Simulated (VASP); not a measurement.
A run of VASP 6.6.1 is set up as follows.

Contents of INCAR:

```
  ALGO = Normal
  EDIFF = 1E-7
  ENCUT = 520
  GGA_COMPAT = F
  ISIF = 2
  ISMEAR = 0
  LASPH = T
  LCHARG = T
  LORBIT = 11
  LORBMOM = T
  LREAL = F
  LSORBIT = T
  LVHAR = T
  LWAVE = F
  MAGMOM = 0 0 0 0 0 0
  NBANDS = 28
  NELM = 150
  PREC = Accurate
  SIGMA = 0.1
```

KPOINTS

```
k-points
0
Gamma
  5 5 5
```

File POSCAR:

```
KI
1.0
    0.0000000000      3.4128889411      3.4128889411
    3.4128889411      0.0000000000      3.4128889411
    3.4128889411      3.4128889411      0.0000000000
I K
1 1
Direct
    0.5000000000      0.5000000000      0.5000000000
    0.0000000000      0.0000000000      0.0000000000
```

Potentials or basis: VASP PAW LDA potentials, release 64 (I, K_sv).

Launch:

```sh
$ cat potpaw_LDA.64/I/POTCAR potpaw_LDA.64/K_sv/POTCAR > POTCAR
$ mpirun -np 1 vasp_ncl > vasp.out
```

Question: What does it give for the pressure?

Answer: 0.0 GPa.

Question: Predict the net moment.

Answer: 0.00 μB per cell.

Moments on the atoms (μB; x, y, z):
```
I   0.00 0.00 0.00
K   0.00 0.00 0.00
```
